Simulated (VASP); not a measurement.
# CdTe in VASP: a series of runs

The runs below take CdTe through single point, with LDA.

Program: VASP 6.6.1. These are calculated values, not measurements. Logs are shortened: lines on timing, memory, paths and dates and some standing lists are left out, and cuts for length are marked.

## Step 1: The cell of the first run

The cell holds a slab with vacuum, 6 atoms: a = 4.531 Å, b = 6.407 Å, c = 15.906 Å, α = 90.00°, β = 90.00°, γ = 90.00°.

## Step 2: Single point, LDA

Input file INCAR:

```
PREC = Accurate
ENCUT = 520
EDIFF = 1E-6
ISMEAR = -1
SIGMA = 0.02
LREAL = False
LASPH = True
NELM = 60
ALGO = Normal
ISIF = 2
LWAVE = False
LCHARG = True
LDIPOL = True
IDIPOL = 3
DIPOL = 0.5 0.5 0.500
LELF = True
LVHAR = True
LVACPOTAV = True
NBANDS = 36
```

Input file KPOINTS:

```
regular mesh
0
Gamma
  7 5 1
```

Input file POSCAR:

```
CdTe
1.0
    4.5307043190      0.0000000000      0.0000000000
    0.0000000000      6.4073834950      0.0000000000
    0.0000000000      0.0000000000     15.9058000000
Cd Te
3 3
Direct
    0.2500000000      0.0832999891      0.3899170928
    0.7500000000      0.6718274177      0.5000003301
    0.2500000000      0.0833118585      0.6100808301
    0.7500000000      0.8747078984      0.3457870941
    0.2500000000      0.4121348113      0.4999971253
    0.7500000000      0.8747180249      0.6542129059
```

Potentials or basis: VASP PAW LDA potentials, release 64 (Cd, Te).

Started as:

```
cat potpaw_LDA.64/Cd/POTCAR potpaw_LDA.64/Te/POTCAR > POTCAR
mpirun -np 1 vasp_std > vasp.out
```

OUTCAR:

```text
PREC = Accurate
   ENCUT = 520
   EDIFF = 1E-6
   ISMEAR = -1
   LREAL = False
   LASPH = True
   NELM = 60
   ISIF = 2

 ion  position               nearest neighbor table
   1  0.250  0.083  0.390-   4 2.72   4 2.72   5 2.74   3 3.50
   2  0.750  0.672  0.500-   4 2.78   6 2.78   5 2.81   5 2.81
   3  0.250  0.083  0.610-   6 2.72   6 2.72   5 2.74   1 3.50
   4  0.750  0.875  0.346-   1 2.72   1 2.72   2 2.78
   5  0.250  0.412  0.500-   3 2.74   1 2.74   2 2.81   2 2.81
   6  0.750  0.875  0.654-   3 2.72   3 2.72   2 2.78

  LATTYP: Found a simple orthorhombic cell.
 ALAT       =     4.5307043190
 B/A-ratio  =     1.4142135624
 C/A-ratio  =     3.5106682935

  Lattice vectors:

 A1 = (   4.5307043190,   0.0000000000,   0.0000000000)
 A2 = (   0.0000000000,   6.4073834950,   0.0000000000)
 A3 = (   0.0000000000,   0.0000000000,  15.9058000000)

Analysis of symmetry for initial positions (statically):
=====================================================================
 Subroutine PRICEL returns:
 Original cell was already a primitive cell.

 Routine SETGRP: Setting up the symmetry group for a
 simple orthorhombic supercell.

 Subroutine GETGRP returns: Found  2 space group operations
 (whereof  1 operations were pure point group operations)
 out of a pool of  8 trial point group operations.

The static configuration has the point symmetry C_1 .
 The point group associated with its full space group is C_1h.

Analysis of symmetry for dynamics (positions and initial velocities):
=====================================================================
 Subroutine PRICEL returns:
 Original cell was already a primitive cell.

 Routine SETGRP: Setting up the symmetry group for a
 simple orthorhombic supercell.

 Subroutine GETGRP returns: Found  2 space group operations
 (whereof  1 operations were pure point group operations)
 out of a pool of  8 trial point group operations.

The dynamic configuration has the point symmetry C_1 .
 The point group associated with its full space group is C_1h.

 Subroutine INISYM returns: Found  2 space group operations
 (whereof  1 operations are pure point group operations),
 and found     1 'primitive' translations

----------------------------------------------------------------------------------------

                                     Primitive cell

  volume of cell :     461.7447

  direct lattice vectors                    reciprocal lattice vectors
     4.530704319  0.000000000  0.000000000     0.220716235  0.000000000  0.000000000
     0.000000000  6.407383495  0.000000000     0.000000000  0.156069947  0.000000000
     0.000000000  0.000000000 15.905800000     0.000000000  0.000000000  0.062870148

  length of vectors
     4.530704319  6.407383495 15.905800000     0.220716235  0.156069947  0.062870148

  position of ions in fractional coordinates (direct lattice)
     0.250000000  0.083299989  0.389917093
     0.750000000  0.671827418  0.500000330
     0.250000000  0.083311858  0.610080830
     0.750000000  0.874707898  0.345787094
     0.250000000  0.412134811  0.499997125
     0.750000000  0.874718025  0.654212906

  ion indices of the primitive-cell ions
   primitive index   ion index
                 1           1
                 2           2
                 3           3
                 4           4
                 5           5
                 6           6

----------------------------------------------------------------------------------------

 KPOINTS: regular mesh

Automatic generation of k-mesh.
 Grid dimensions read from file:
 generate k-points for:    7    5    1

 Generating k-lattice:

  Cartesian coordinates                     Fractional coordinates (reciprocal lattice)
     0.031530891  0.000000000  0.000000000     0.142857143  0.000000000  0.000000000
     0.000000000  0.031213989  0.000000000     0.000000000  0.200000000  0.000000000
     0.000000000  0.000000000  0.062870148     0.000000000  0.000000000  1.000000000

  Length of vectors
     0.031530891  0.031213989  0.062870148

  Shift w.r.t. Gamma in fractional coordinates (k-lattice)
     0.000000000  0.000000000  0.000000000

 Subroutine IBZKPT returns following result:
 ===========================================

 Found     12 irreducible k-points:

 Following reciprocal coordinates:
            Coordinates               Weight
  0.000000  0.000000  0.000000      1.000000
  0.142857  0.000000  0.000000      2.000000
  0.285714  0.000000  0.000000      2.000000
  0.428571  0.000000  0.000000      2.000000
  0.000000  0.200000  0.000000      2.000000
  0.142857  0.200000  0.000000      4.000000
  0.285714  0.200000  0.000000      4.000000
  0.428571  0.200000  0.000000      4.000000
  0.000000  0.400000  0.000000      2.000000
  0.142857  0.400000  0.000000      4.000000
  0.285714  0.400000  0.000000      4.000000
  0.428571  0.400000  0.000000      4.000000
   k-points           NKPTS =     12   k-points in BZ     NKDIM =     12   number of bands    NBANDS=     36
   number of dos      NEDOS =    301   number of ions     NIONS =      6
   total plane-waves  NPLWV = 207360
   dimension x,y,z NGX =    36 NGY =   48 NGZ =  120
   dimension x,y,z NGXF=    72 NGYF=   96 NGZF=  240
   ions per type =               3   3
   NGX,Y,Z   is equivalent  to a cutoff of  13.21, 12.45, 12.54 a.u.
   NGXF,Y,Z  is equivalent  to a cutoff of  26.42, 24.91, 25.08 a.u.
 SYSTEM =  unknown system
   PREC   = accura    normal or accurate (medium, high low for compatibility)
   ISTART =      0    job   : 0-new  1-cont  2-samecut
   ICHARG =      2    charge: 1-file 2-atom 10-const
   ISPIN  =      1    spin polarized calculation?
   LNONCOLLINEAR =      F non collinear calculations
   LSORBIT =      F    spin-orbit coupling
   LASPH  =      T    aspherical Exc in radial PAW
   ENCUT  =  520.0 eV  38.22 Ry    6.18 a.u.   8.42 11.91 29.57*2*pi/ulx,y,z
   NELM   =     60;   NELMIN=  2; NELMDL= -5     # of ELM steps
   EDIFF  = 0.1E-05   stopping-criterion for ELM
   LREAL  =      F    real-space projection
   EDIFFG = 0.1E-04   stopping-criterion for IOM
   NSW    =      0    number of steps for IOM
   IBRION =     -1    ionic relax: 0-MD 1-quasi-New 2-CG
   NFREE  =      0    steps in history (QN), initial steepest desc. (CG)
   ISIF   =      2    stress and relaxation
   ISYM   =      2    0-nonsym 1-usesym 2-fastsym
   POTIM  = 0.5000    time-step for ionic-motion
   TEBEG  =    0.0;   TEEND  =   0.0 temperature during run
   PSTRESS=    0.0 pullay stress
   NELECT =      54.0000    total number of electrons
   NUPDOWN=      -1.0000    fix difference up-down
   EMIN   =  10.00;   EMAX   =-10.00  energy-range for DOS
   EFERMI =   0.00;   METHOD = LEGACY
   ISMEAR =    -1;   SIGMA  =   0.02  broadening in eV -4-tet -1-fermi 0-gaus
   EFERMI_NEDOS =   21; number of points for ismear=-14 and -15
   IALGO  =     38    algorithm
   IMIX   =      4    mixing-type and parameters
     AMIX     =   0.40;   BMIX     =  1.00
     AMIX_MAG =   1.60;   BMIX_MAG =  1.00
  volume/ion in A,a.u.               =      76.96       519.33
  Fermi-wavevector in a.u.,A,eV,Ry     =   0.800581  1.512879  8.720387  0.640930
  Thomas-Fermi vector in A             =   1.907904
   LORBIT       =      0    0 simple, 1 ext, 2 COOP (PROOUT), +10 PAW based schemes
   GGA     = CA    functional components
   LHFCALC =     F    Hartree Fock is set to
   AEXX    =    0.0000 exact exchange contribution
   IVDW    =     0    specifies the selected vdW correction
   LEPSILON=     F    determine dielectric tensor
   LRPA    =     F    only Hartree local field effects (RPA)
 non-spin polarized calculation
  energy-cutoff  :      520.00
  volume of cell :      461.74
 maximum number of plane-waves:     12462
 NGX is ok and might be reduce to    36
   NGX = 17   NGY = 23   NGZ = 59

 dipolmoment           0.000000      0.000000     -0.000005 electrons x Angstroem

 number of electron      54.0000005 magnetization

 dipolmoment           0.000000      0.000000      0.000006 electrons x Angstroem

 Free energy of the ion-electron system (eV)
  ---------------------------------------------------
  ext. energy  EPLUGINS =         0.00000000
  ---------------------------------------------------
  free energy    TOTEN  =       -16.80235438 eV

  energy without entropy =      -16.80235438  energy(sigma->0) =      -16.80235438

 E-fermi :  -1.6280     XC(G=0):  -4.6453

 val. band max:       -2.0625175059   @ k =   0.0000   0.0000   0.0000
 cond. band min:      -0.5926826223   @ k =   0.0000   0.0000   0.0000
 fundamental gap:      1.4698348837
 Fermi energy:        -1.6279645631

 k-point     1 :       0.0000    0.0000    0.0000
  band No.  band energies     occupation
      1     -13.2644      2.00000
      2     -12.7052      2.00000
      3     -12.6740      2.00000
      4     -10.4635      2.00000
      5     -10.4395      2.00000
      6     -10.4043      2.00000
[... 28 lines left out ...]
     35       3.0765      0.00000
     36       3.2758      0.00000

 k-point     2 :       0.1429    0.0000    0.0000
  band No.  band energies     occupation
      1     -13.2202      2.00000
      2     -12.6759      2.00000
      3     -12.6643      2.00000
      4     -10.4465      2.00000
      5     -10.4244      2.00000
      6     -10.3864      2.00000
[... 28 lines left out ...]
     35       2.7336      0.00000
     36       3.6522      0.00000

 k-point     3 :       0.2857    0.0000    0.0000
  band No.  band energies     occupation
      1     -13.1170      2.00000
      2     -12.6455      2.00000
      3     -12.6110      2.00000
      4     -10.4071      2.00000
      5     -10.3939      2.00000
      6     -10.3568      2.00000
[... 28 lines left out ...]
     35       3.2114      0.00000
     36       3.8965      0.00000
[... 274 lines left out ...]
 k-point    11 :       0.2857    0.4000    0.0000
  band No.  band energies     occupation
      1     -13.0663      2.00000
      2     -12.6891      2.00000
      3     -12.6089      2.00000
      4     -10.4205      2.00000
      5     -10.3881      2.00000
      6     -10.3402      2.00000
[... 28 lines left out ...]
     35       3.4914      0.00000
     36       3.7958      0.00000

 k-point    12 :       0.4286    0.4000    0.0000
  band No.  band energies     occupation
      1     -13.0173      2.00000
      2     -12.6408      2.00000
      3     -12.5595      2.00000
      4     -10.4140      2.00000
      5     -10.3748      2.00000
      6     -10.3288      2.00000
[... 28 lines left out ...]
     35       3.6039      0.00000
     36       3.9129      0.00000

------------------------ aborting loop because EDIFF is reached ----------------------------------------

  FORCE on cell =-STRESS in cart. coord.  units (eV):
  Direction    XX          YY          ZZ          XY          YZ          ZX
  --------------------------------------------------------------------------------------
  -------------------------------------------------------------------------------------
  Total       -0.8272177     -0.3436863      0.3151289      0.0000000     -0.0003453      0.0000000
  in kB       -2.8703077     -1.1925342      1.0934448      0.0000000     -0.0011982      0.0000000
  external PRESSURE =      -0.9897990 kB  Pullay stress =       0.0000000 kB

 VOLUME and BASIS-vectors are now :
 -----------------------------------------------------------------------------
  energy-cutoff  :      520.00
  volume of cell :      461.74
      direct lattice vectors                 reciprocal lattice vectors
     4.530704319  0.000000000  0.000000000     0.220716235  0.000000000  0.000000000
     0.000000000  6.407383495  0.000000000     0.000000000  0.156069947  0.000000000
     0.000000000  0.000000000 15.905800000     0.000000000  0.000000000  0.062870148

 POSITION                                       TOTAL-FORCE (eV/Angst)
 -----------------------------------------------------------------------------------
      1.13268      0.53373      6.20194         0.000000      0.015091     -0.007782
      3.39803      4.30466      7.95291         0.000000     -0.015252      0.000098
      1.13268      0.53381      9.70382         0.000000      0.014934      0.007844
      3.39803      5.60459      5.50002         0.000000     -0.023015     -0.060187
      1.13268      2.64071      7.95285         0.000000      0.031289     -0.000011
      3.39803      5.60465     10.40578         0.000000     -0.023046      0.060038
 -----------------------------------------------------------------------------------
    total drift:                                0.000000      0.000042     -0.000001

  FREE ENERGIE OF THE ION-ELECTRON SYSTEM (eV)
  ---------------------------------------------------
  free  energy   TOTEN  =       -16.8023543831 eV

  energy  without entropy=      -16.8023543831  energy(sigma->0) =      -16.80235438

 vacuum level on the upper side and lower side of the slab         3.330         3.330
```

Wall time 2.2 min (1 thread of Intel Xeon 6975P-C (Granite Rapids), shared host); peak memory 0.45 GiB.

What came out:

```
Free energy            : -16.8024 eV
Largest force          : 0.064 eV/Å
Band gap on the k mesh : 1.47 eV
```

Forces in eV/Å, atoms in the order of the input:
```
Cd   0.000  0.015 -0.008
Cd   0.000 -0.015  0.000
Cd   0.000  0.015  0.008
Te   0.000 -0.023 -0.060
Te   0.000  0.031  0.000
Te   0.000 -0.023  0.060
```

Caveat: spin-orbit coupling is left out, which moves the levels of the heavy elements.

## Step 3: Single point, LDA

Input file INCAR:

```
SYSTEM = CdTe
  PREC = Accurate
  ENCUT = 520
  EDIFF = 1E-7
  ISMEAR = -1
  SIGMA = 0.02
  LREAL = .FALSE.
  LASPH = .TRUE.
  NELM = 100
  ALGO = Normal
  ISIF = 2
  LWAVE = .FALSE.
  LCHARG = .TRUE.
  LDIPOL = .TRUE.
  IDIPOL = 3
  DIPOL = 0.5 0.5 0.500
  GGA = CA
  LELF = .TRUE.
  LVHAR = .TRUE.
  LVACPOTAV = .TRUE.
  NBANDS = 36
```

Input file KPOINTS:

```
regular mesh
0
G
  7 5 1
  0 0 0
```

POSCAR is that of step 2.

Potentials or basis: VASP PAW LDA potentials, release 64 (Cd, Te).

Started as:

```
cat potpaw_LDA.64/Cd/POTCAR potpaw_LDA.64/Te/POTCAR > POTCAR
mpirun -np 1 vasp_std > vasp.out
```

Run time: 2.4 min. Hardware: 1 thread of Intel Xeon 6975P-C (Granite Rapids), shared host; peak memory 0.46 GiB.

It converged, with:

```
Free energy            : -16.8024 eV
Largest force          : 0.064 eV/Å
Band gap on the k mesh : 1.47 eV
```

Forces on the atoms (eV/Å):
```
Cd   0.000  0.015 -0.008
Cd   0.000 -0.015  0.000
Cd   0.000  0.015  0.008
Te   0.000 -0.023 -0.060
Te   0.000  0.031  0.000
Te   0.000 -0.023  0.060
```

Levels at points of the mesh, in eV from the valence-band top:
```tsv
k point	band 25	band 26	band 27	band 28	band 29	band 30
(0.00, 0.00, 0.00)	-0.66	-0.62	0.00	1.47	2.44	2.64
```

Caveat: spin-orbit coupling is left out, which moves the levels of the heavy elements.
